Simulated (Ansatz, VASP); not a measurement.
**Sc5Al in VASP and in Ansatz**

INCAR

```
PREC = Accurate
ENCUT = 600
EDIFF = 1E-6
ISMEAR = 0
SIGMA = 0.1
LREAL = F
LASPH = T
NELM = 60
ALGO = Normal
ISIF = 3
LWAVE = F
LCHARG = F
GGA = PE
IBRION = 2
NSW = 90
EDIFFG = -0.04
```

KPOINTS

```
regular mesh
0
Gamma
  6 6 2
```

POSCAR

```
Sc5Al
1.0
    2.9521615200      0.0000000000      0.0000000000
   -1.4760807600      2.5566468700      0.0000000000
    0.0000000000      0.0000000000     14.2944913900
Sc Al
5 1
Direct
    0.3333333300      0.6666666700      0.6666666700
    0.3333333300      0.6666666700      0.3333333300
    0.6666666700      0.3333333300      0.8333333300
    0.6666666700      0.3333333300      0.1666666700
    0.6666666700      0.3333333300      0.5000000000
    0.3333333300      0.6666666700      0.0000000000
```

Input for Ansatz:

```yaml
crystal:
  lattice:
    - [2.95216152, 0.0, 0.0]
    - [-1.47608076, 2.55664687, 0.0]
    - [0.0, 0.0, 14.29449139]
  atoms:
    - { symbol: Sc, position: [0.33333333, 0.66666667, 0.66666667] }
    - { symbol: Sc, position: [0.33333333, 0.66666667, 0.33333333] }
    - { symbol: Sc, position: [0.66666667, 0.33333333, 0.83333333] }
    - { symbol: Sc, position: [0.66666667, 0.33333333, 0.16666667] }
    - { symbol: Sc, position: [0.66666667, 0.33333333, 0.5] }
    - { symbol: Al, position: [0.33333333, 0.66666667, 0.0] }
basis:
  ecutwfc: 420
kpoints:
  mp_grid: { grid: [6, 6, 2] }
hamiltonian:
  xc: pbe
scf:
  occupations: { method: gaussian, width: 0.1 }
  lower_state_search: "off"
output:
  forces: true
  stress: true
  eigenvalues: true
relax:
  adjacent_minimum: "off"
  f_tol: 0.04
  max_steps: 70
  cell: { stress_tol: 0.4 }
```

Alike in both runs: task relaxation of cell and atoms; functional PBE; k mesh 6 × 6 × 2; occupations gaussian, width 0.1 eV; no spin polarisation.

|  | VASP | Ansatz |
| --- | --- | --- |
| version | VASP 6.6.1 | Ansatz 0.2.0 |
| potentials or method | VASP PAW PBE potentials, release 64 (Sc_sv, Al), cutoff 600 eV | scalar-relativistic, plane waves, PAW |
| valence electrons in the cell | 58 | 58 |

VASP gave:

```
gap on the k mesh at the Fermi level, each at its own relaxed structure (eV) : none
relaxed volume (Å³/atom)                                                     : 23.52
relaxed cell length with the largest relative difference (Å)                 : 15.252
```

Q: Which values does Ansatz return?

A: gap on the k mesh at the Fermi level, each at its own relaxed structure (eV): none; relaxed volume (Å³/atom): 23.41; relaxed cell length with the largest relative difference (Å): 15.210.

A gap of «none» marks a metal or a gap that the smearing closes.

The k mesh is coarse, so the values compare programs but aren't converged. Noted on VASP's run: the volume moved by over 15 % at a fixed basis, so the end points are rough.
